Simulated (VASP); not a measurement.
Input of a VASP 6.6.1 run:

POSCAR

```
CdS
1.0
    4.3639959756      0.0000000000      0.0000000000
   -2.1819979878      3.7793313769      0.0000000000
    0.0000000000      0.0000000000      5.6900524592
Cd S
2 2
Direct
    0.3333333333      0.6666666667      0.2500000000
    0.6666666667      0.3333333333      0.7500000000
    0.6666666667      0.3333333333      0.2500000000
    0.3333333333      0.6666666667      0.7500000000
```

The input INCAR.step1:

```
ALGO = Normal
EDIFF = 1E-4
ENCUT = 520
GGA = PE
ISMEAR = 0
LASPH = T
LCHARG = F
LREAL = F
LWAVE = T
NBANDS = 26
NELM = 80
PREC = Accurate
SIGMA = 0.01
```

File INCAR.step2:

```
ALGO = Normal
EDIFF = 1E-7
ENCUT = 520
ISIF = 2
ISMEAR = 0
ISTART = 1
LASPH = T
LCHARG = T
LELF = T
LMIXTAU = T
LREAL = F
LVHAR = T
LWAVE = F
METAGGA = R2SCAN
NBANDS = 26
NELM = 80
PREC = Accurate
SIGMA = 0.01
```

Contents of KPOINTS:

```
k-points
0
Gamma
  6 6 4
```

Potentials or basis: VASP PAW PBE potentials, release 64 (Cd, S).

The run is started by

```bash
$ cat potpaw_PBE.64/Cd/POTCAR potpaw_PBE.64/S/POTCAR > POTCAR
$ cp INCAR.step1 INCAR
$ mpirun -np 1 vasp_std > vasp.out
$ cp INCAR.step2 INCAR
$ mpirun -np 1 vasp_std > vasp.out
```

Task: Estimate the band gap on the k mesh.

Result: 1.49 eV (least direct gap 1.75 eV).

Task: Estimate the pressure.

Result: 2.6 GPa.

Stress tensor (GPa, compression positive):
```
2.76 0.00 0.00
0.00 2.76 0.00
0.00 0.00 2.15
```

Caveat: the PAW data sets were made with another functional, which shifts forces and pressure a little. A k mesh can miss the band edges.
